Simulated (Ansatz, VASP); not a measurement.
**Ru: VASP beside Ansatz**

The input INCAR:

```
PREC = Accurate
ENCUT = 600
EDIFF = 1E-6
ISMEAR = -1
SIGMA = 0.15
LREAL = F
LASPH = T
NELM = 80
ALGO = Normal
ISIF = 3
LWAVE = F
LCHARG = F
GGA = PS
IBRION = 2
NSW = 80
EDIFFG = -0.001
```

The input KPOINTS:

```
regular mesh
0
Gamma
  15 15 8
```

Contents of POSCAR:

```
Ru
1.0
    2.6900393656      0.0000000000      0.0000000000
   -1.3450196828      2.3296424278      0.0000000000
    0.0000000000      0.0000000000      4.2510745397
Ru
2
Direct
    0.3333333333      0.6666666667      0.2500000000
    0.6666666667      0.3333333333      0.7500000000
```

Input for Ansatz:

```yaml
crystal:
  lattice:
    - [2.6900393656, 0.0, 0.0]
    - [-1.3450196828, 2.3296424278, 0.0]
    - [0.0, 0.0, 4.2510745397]
  atoms:
    - { symbol: Ru, position: [0.3333333333, 0.6666666667, 0.25] }
    - { symbol: Ru, position: [0.6666666667, 0.3333333333, 0.75] }
basis:
  ecutwfc: 420
kpoints:
  mp_grid: { grid: [15, 15, 8] }
hamiltonian:
  xc: pbesol
  pseudopotentials: { kind: paw, azcp: { folder: soft_1 } }
scf:
  occupations: { method: fermi_dirac, width: 0.15 }
output:
  forces: true
  stress: true
  eigenvalues: true
relax:
  adjacent_minimum: "off"
  f_tol: 0.001
  max_steps: 60
  cell: { stress_tol: 0.01 }
```

Alike in both runs: task relaxation of cell and atoms; functional PBEsol; k mesh 15 × 15 × 8; occupations fermi-dirac, width 0.15 eV; no spin polarisation.

```csv
,VASP,Ansatz
version,VASP 6.6.1,Ansatz 0.2.0
potentials or method,"VASP PAW PBE potentials, release 64 (Ru_pv), cutoff 600 eV","scalar-relativistic, plane waves, PAW"
valence electrons in the cell,28,32
```

```csv
,VASP,Ansatz,Ansatz less VASP
"gap on the k mesh at the Fermi level, each at its own relaxed structure (eV)",none,none,-
relaxed volume (Å³/atom),13.33,13.34,+0.006
relaxed length of the cell vector where the two differ most in proportion (Å),2.691,2.692,+0.0004
```

VASP's potentials were made for PBE, not for PBEsol, and Ansatz warns of the same on its side. A gap of «none» marks a metal or a gap that the smearing closes. VASP's potentials hold 28 valence electrons a cell and Ansatz's 32, so a difference there can come from the potentials and not from the codes.
